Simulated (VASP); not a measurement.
# Hf (P6_3/mmc) in VASP: notebook

Hf is run at these levels: BLYP; tasks: single point.

Everything below comes from runs of VASP 6.6.1. Logs are shortened: lines on timing, memory, paths and dates and some standing lists are left out, and cuts for length are marked.

## Step 1: The cell of the first run

The structure is hexagonal, space group P6_3/mmc (No. 194). The conventional cell has a = 3.139 Å, b = 3.139 Å, c = 10.034 Å, α = 90.00°, β = 90.00°, γ = 120.00°. Within 4.1 Å of Hf (site symmetry -3m) lie 12 Hf at 3.09 to 3.14 Å. Hf (site symmetry -6m2) has 12 Hf at 3.09 to 3.14 Å within 4.1 Å.

## Step 2: Single point, BLYP (21.40 Å³/atom)

Input file INCAR:

```
PREC     = Accurate       # precision mode
ENCUT    = 520            # plane-wave cutoff, eV
EDIFF    = 1E-6           # SCF threshold, eV
ISMEAR   = -1             # smearing method
SIGMA    = 0.1            # smearing width, eV
LREAL    = False          # projectors in reciprocal space
LASPH    = True           # aspherical terms in the spheres
NELM     = 80             # most SCF steps
ALGO     = Normal         # electronic algorithm
ISIF     = 2              # what is computed and relaxed
LWAVE    = False          # write WAVECAR
LCHARG   = True           # write CHGCAR
GGA      = B5             # functional
ALDAX    = 1.0          
AGGAX    = 1.0          
AGGAC    = 1.0          
ALDAC    = 0.0          
LELF     = True           # ELF
LVHAR    = True         
NBANDS   = 28             # bands
```

Input file KPOINTS:

```
regular mesh
0
Gamma
  13 13 4
```

Input file POSCAR:

```
Hf
1.0
    3.1389109991      0.0000000000      0.0000000000
   -1.5694554995      2.7183766654      0.0000000000
    0.0000000000      0.0000000000     10.0340748162
Hf
4
Direct
    0.0000000000      1.0000000000      0.0000000000
    0.0000000000      1.0000000000      0.5000000000
    0.3333333333      0.6666666667      0.2500000000
    0.6666666667      0.3333333333      0.7500000000
```

Potentials or basis: VASP PAW PBE potentials, release 64 (Hf_pv).

Run with:

```bash
$ cat potpaw_PBE.64/Hf_pv/POTCAR > POTCAR
$ mpirun -np 1 vasp_std > vasp.out
```

OUTCAR:

```text
PREC = Accurate
   ENCUT = 520
   EDIFF = 1E-6
   ISMEAR = -1
   LREAL = False
   LASPH = True
   NELM = 80
   ISIF = 2
   GGA = B5

 ion  position               nearest neighbor table
   1  0.000  0.000  0.000-   3 3.09   4 3.09   3 3.09   4 3.09   4 3.09   3 3.09
   2  0.000  0.000  0.500-   3 3.09   4 3.09   3 3.09   4 3.09   4 3.09   3 3.09
   3  0.333  0.667  0.250-   1 3.09   2 3.09   1 3.09   2 3.09   1 3.09   2 3.09
   4  0.667  0.333  0.750-   1 3.09   2 3.09   1 3.09   2 3.09   1 3.09   2 3.09

  LATTYP: Found a hexagonal cell.
 ALAT       =     3.1389109991
 C/A-ratio  =     3.1966738844

  Lattice vectors:

 A1 = (   3.1389109991,   0.0000000000,   0.0000000000)
 A2 = (  -1.5694554995,   2.7183766654,   0.0000000000)
 A3 = (   0.0000000000,   0.0000000000,  10.0340748162)

Analysis of symmetry for initial positions (statically):
=====================================================================
 Subroutine PRICEL returns:
 Original cell was already a primitive cell.

 Routine SETGRP: Setting up the symmetry group for a
 hexagonal supercell.

 Subroutine GETGRP returns: Found 24 space group operations
 (whereof 12 operations were pure point group operations)
 out of a pool of 24 trial point group operations.

The static configuration has the point symmetry D_3d.
 The point group associated with its full space group is D_6h.

Analysis of symmetry for dynamics (positions and initial velocities):
=====================================================================
 Subroutine PRICEL returns:
 Original cell was already a primitive cell.

 Routine SETGRP: Setting up the symmetry group for a
 hexagonal supercell.

 Subroutine GETGRP returns: Found 24 space group operations
 (whereof 12 operations were pure point group operations)
 out of a pool of 24 trial point group operations.

The dynamic configuration has the point symmetry D_3d.
 The point group associated with its full space group is D_6h.

 Subroutine INISYM returns: Found 24 space group operations
 (whereof 12 operations are pure point group operations),
 and found     1 'primitive' translations

----------------------------------------------------------------------------------------

                                     Primitive cell

  volume of cell :      85.6182

  direct lattice vectors                    reciprocal lattice vectors
     3.138910999  0.000000000  0.000000000     0.318581827  0.183933303  0.000000000
    -1.569455500  2.718376665  0.000000000     0.000000000  0.367866607  0.000000000
     0.000000000  0.000000000 10.034074816     0.000000000  0.000000000  0.099660409

  length of vectors
     3.138910999  3.138910999 10.034074816     0.367866607  0.367866607  0.099660409

  position of ions in fractional coordinates (direct lattice)
     0.000000000  0.000000000  0.000000000
     0.000000000  0.000000000  0.500000000
     0.333333333  0.666666667  0.250000000
     0.666666667  0.333333333  0.750000000

  ion indices of the primitive-cell ions
   primitive index   ion index
                 1           1
                 2           2
                 3           3
                 4           4

----------------------------------------------------------------------------------------

 KPOINTS: regular mesh

Automatic generation of k-mesh.
 Grid dimensions read from file:
 generate k-points for:   13   13    4

 Generating k-lattice:

  Cartesian coordinates                     Fractional coordinates (reciprocal lattice)
     0.024506294  0.014148716  0.000000000     0.076923077 -0.000000000  0.000000000
     0.000000000  0.028297431  0.000000000     0.000000000  0.076923077  0.000000000
     0.000000000  0.000000000  0.024915102     0.000000000  0.000000000  0.250000000

  Length of vectors
     0.028297431  0.028297431  0.024915102

  Shift w.r.t. Gamma in fractional coordinates (k-lattice)
     0.000000000  0.000000000  0.000000000

 Subroutine IBZKPT returns following result:
 ===========================================

 Found     63 irreducible k-points:

 Following reciprocal coordinates:
            Coordinates               Weight
  0.000000  0.000000  0.000000      1.000000
  0.076923 -0.000000  0.000000      6.000000
  0.153846 -0.000000  0.000000      6.000000
  0.230769 -0.000000  0.000000      6.000000
  0.307692 -0.000000  0.000000      6.000000
  0.384615 -0.000000  0.000000      6.000000
[... 16 lines left out ...]
  0.076923 -0.000000  0.250000     12.000000
  0.153846 -0.000000  0.250000     12.000000
 [... further k-points ...]
   k-points           NKPTS =     63   k-points in BZ     NKDIM =     63   number of bands    NBANDS=     28
   number of dos      NEDOS =    301   number of ions     NIONS =      4
   total plane-waves  NPLWV =  46080
   dimension x,y,z NGX =    24 NGY =   24 NGZ =   80
   dimension x,y,z NGXF=    48 NGYF=   48 NGZF=  160
   ions per type =               4
   NGX,Y,Z   is equivalent  to a cutoff of  12.71, 12.71, 13.25 a.u.
   NGXF,Y,Z  is equivalent  to a cutoff of  25.42, 25.42, 26.51 a.u.
 SYSTEM =  unknown system
   PREC   = accura    normal or accurate (medium, high low for compatibility)
   ISTART =      0    job   : 0-new  1-cont  2-samecut
   ICHARG =      2    charge: 1-file 2-atom 10-const
   ISPIN  =      1    spin polarized calculation?
   LNONCOLLINEAR =      F non collinear calculations
   LSORBIT =      F    spin-orbit coupling
   LASPH  =      T    aspherical Exc in radial PAW
   ENCUT  =  520.0 eV  38.22 Ry    6.18 a.u.   5.84  5.84 18.66*2*pi/ulx,y,z
   NELM   =     80;   NELMIN=  2; NELMDL= -5     # of ELM steps
   EDIFF  = 0.1E-05   stopping-criterion for ELM
   LREAL  =      F    real-space projection
   EDIFFG = 0.1E-04   stopping-criterion for IOM
   NSW    =      0    number of steps for IOM
   IBRION =     -1    ionic relax: 0-MD 1-quasi-New 2-CG
   NFREE  =      0    steps in history (QN), initial steepest desc. (CG)
   ISIF   =      2    stress and relaxation
   ISYM   =      2    0-nonsym 1-usesym 2-fastsym
   POTIM  = 0.5000    time-step for ionic-motion
   TEBEG  =    0.0;   TEEND  =   0.0 temperature during run
   PSTRESS=    0.0 pullay stress
   NELECT =      40.0000    total number of electrons
   NUPDOWN=      -1.0000    fix difference up-down
   EMIN   =  10.00;   EMAX   =-10.00  energy-range for DOS
   EFERMI =   0.00;   METHOD = LEGACY
   ISMEAR =    -1;   SIGMA  =   0.10  broadening in eV -4-tet -1-fermi 0-gaus
   EFERMI_NEDOS =   21; number of points for ismear=-14 and -15
   IALGO  =     38    algorithm
   IMIX   =      4    mixing-type and parameters
     AMIX     =   0.40;   BMIX     =  1.00
     AMIX_MAG =   1.60;   BMIX_MAG =  1.00
  volume/ion in A,a.u.               =      21.40       144.44
  Fermi-wavevector in a.u.,A,eV,Ry     =   1.270300  2.400518 21.955193  1.613661
  Thomas-Fermi vector in A             =   2.403294
   LORBIT       =      0    0 simple, 1 ext, 2 COOP (PROOUT), +10 PAW based schemes
   GGA     = B5    functional components
   LHFCALC =     F    Hartree Fock is set to
   AEXX    =    0.0000 exact exchange contribution
   IVDW    =     0    specifies the selected vdW correction
   LEPSILON=     F    determine dielectric tensor
   LRPA    =     F    only Hartree local field effects (RPA)
 non-spin polarized calculation
  energy-cutoff  :      520.00
  volume of cell :       85.62
 maximum number of plane-waves:      2324
 NGX is ok and might be reduce to    24
   NGX = 11   NGY = 11   NGZ = 37

 number of electron      39.9999988 magnetization

 Free energy of the ion-electron system (eV)
  ---------------------------------------------------
  ext. energy  EPLUGINS =         0.00000000
  ---------------------------------------------------
  free energy    TOTEN  =       -34.15481454 eV

  energy without entropy =      -33.97671008  energy(sigma->0) =      -34.06576231

 E-fermi :   5.6398     XC(G=0): -10.9031

 val. band max:        5.6392719445   @ k =   0.3846   0.2308   0.0000
 cond. band min:       5.6429243602   @ k =   0.3077   0.2308   0.2500
 fundamental gap:      0.0036524158
 Fermi energy:         5.6398338029

 k-point     1 :       0.0000    0.0000    0.0000
  band No.  band energies     occupation
      1     -25.2072      2.00000
      2     -24.7454      2.00000
      3     -24.7098      2.00000
      4     -24.3628      2.00000
      5     -24.3628      2.00000
      6     -24.3114      2.00000
[... 20 lines left out ...]
     27       7.4457      0.00000
     28       7.4457      0.00000

 k-point     2 :       0.0769   -0.0000    0.0000
  band No.  band energies     occupation
      1     -25.1893      2.00000
      2     -24.7520      2.00000
      3     -24.7161      2.00000
      4     -24.4025      2.00000
      5     -24.3758      2.00000
      6     -24.3401      2.00000
[... 20 lines left out ...]
     27       7.4945      0.00000
     28       7.6057      0.00000

 k-point     3 :       0.1538   -0.0000    0.0000
  band No.  band energies     occupation
      1     -25.1380      2.00000
      2     -24.7819      2.00000
      3     -24.7431      2.00000
      4     -24.5078      2.00000
      5     -24.4196      2.00000
      6     -24.4109      2.00000
[... 20 lines left out ...]
     27       7.9059      0.00000
     28       8.0846      0.00000

 k-point     4 :       0.2308   -0.0000    0.0000
  band No.  band energies     occupation
      1     -25.0612      2.00000
      2     -24.8584      2.00000
      3     -24.8081      2.00000
      4     -24.6492      2.00000
      5     -24.5585      2.00000
      6     -24.4583      2.00000
[... 20 lines left out ...]
     27       8.1170      0.00000
     28       8.4919      0.00000

 k-point     5 :       0.3077   -0.0000    0.0000
  band No.  band energies     occupation
      1     -24.9944      2.00000
      2     -24.9763      2.00000
      3     -24.8795      2.00000
      4     -24.7955      2.00000
      5     -24.7188      2.00000
      6     -24.5069      2.00000
[... 20 lines left out ...]
     27       8.3566      0.00000
     28       9.3784      0.00000

 k-point     6 :       0.3846   -0.0000    0.0000
  band No.  band energies     occupation
      1     -25.0892      2.00000
      2     -25.0472      2.00000
      3     -24.9167      2.00000
      4     -24.8478      2.00000
      5     -24.8184      2.00000
      6     -24.5461      2.00000
[... 463 lines left out ...]
      5     -24.8359      2.00000
      6     -24.7994      2.00000
[... 20 lines left out ...]
     27       9.6023      0.00000
     28       9.8586      0.00000

 k-point    22 :       0.0000    0.0000    0.2500
  band No.  band energies     occupation
      1     -25.1719      2.00000
      2     -24.9161      2.00000
      3     -24.5334      2.00000
      4     -24.3578      2.00000
      5     -24.3578      2.00000
      6     -24.3242      2.00000
[... 20 lines left out ...]
     27       7.3200      0.00000
     28       7.3200      0.00000

 k-point    23 :       0.0769   -0.0000    0.2500
  band No.  band energies     occupation
      1     -25.1558      2.00000
      2     -24.9127      2.00000
      3     -24.5508      2.00000
      4     -24.3966      2.00000
      5     -24.3705      2.00000
      6     -24.3566      2.00000
[... 20 lines left out ...]
     27       7.3331      0.00000
     28       7.4556      0.00000

 k-point    24 :       0.1538   -0.0000    0.2500
  band No.  band energies     occupation
      1     -25.1100      2.00000
      2     -24.9089      2.00000
      3     -24.6170      2.00000
      4     -24.4969      2.00000
      5     -24.4495      2.00000
      6     -24.4048      2.00000
[... 20 lines left out ...]
     27       7.6506      0.00000
     28       7.8399      0.00000

 [... further k-points ...]

------------------------ aborting loop because EDIFF is reached ----------------------------------------

  FORCE on cell =-STRESS in cart. coord.  units (eV):
  Direction    XX          YY          ZZ          XY          YZ          ZX
  --------------------------------------------------------------------------------------
  -------------------------------------------------------------------------------------
  Total        5.1163881      5.1163881      5.2672135      0.0000000      0.0000000     -0.0000000
  in kB       95.7432343     95.7432343     98.5656375      0.0000000      0.0000000     -0.0000000
  external PRESSURE =      96.6840353 kB  Pullay stress =       0.0000000 kB

 VOLUME and BASIS-vectors are now :
 -----------------------------------------------------------------------------
  energy-cutoff  :      520.00
  volume of cell :       85.62
      direct lattice vectors                 reciprocal lattice vectors
     3.138910999  0.000000000  0.000000000     0.318581827  0.183933303  0.000000000
    -1.569455500  2.718376665  0.000000000     0.000000000  0.367866607  0.000000000
     0.000000000  0.000000000 10.034074816     0.000000000  0.000000000  0.099660409

 POSITION                                       TOTAL-FORCE (eV/Angst)
 -----------------------------------------------------------------------------------
      0.00000      0.00000      0.00000         0.000000     -0.000000     -0.000000
      0.00000      0.00000      5.01704         0.000000     -0.000000     -0.000000
     -0.00000      1.81225      2.50852        -0.000000      0.000000      0.000000
      1.56946      0.90613      7.52556         0.000000     -0.000000     -0.000000
 -----------------------------------------------------------------------------------
    total drift:                               -0.000000      0.000000     -0.000000

  FREE ENERGIE OF THE ION-ELECTRON SYSTEM (eV)
  ---------------------------------------------------
  free  energy   TOTEN  =       -34.1548145358 eV

  energy  without entropy=      -33.9767100818  energy(sigma->0) =      -34.06576231
```

It took 59 s on 1 thread of Intel Xeon 6975P-C (Granite Rapids), shared host; peak memory 0.26 GiB.

Results:

```yaml
Free_energy: -34.1548 eV
Pressure: 9.7 GPa
Band_gap_on_the_k_mesh: zero (bands 20 and 21 overlap by 1.57 eV)
```

Levels at points of the mesh, in eV from the Fermi level:
```csv
k point,band 18,band 19,band 20,band 21,band 22,band 23
"(0.00, 0.00, 0.00)",0.17,0.97,0.97,1.08,1.09,1.09
"(0.00, 0.00, 0.50)",0.35,0.93,0.93,1.17,1.17,1.17
```

Caveat: the cell stands under pressure; the PAW data sets were made with another functional, which shifts forces and pressure a little; spin-orbit coupling is left out, which moves the levels of the heavy elements.

[end of part 1 of 2]
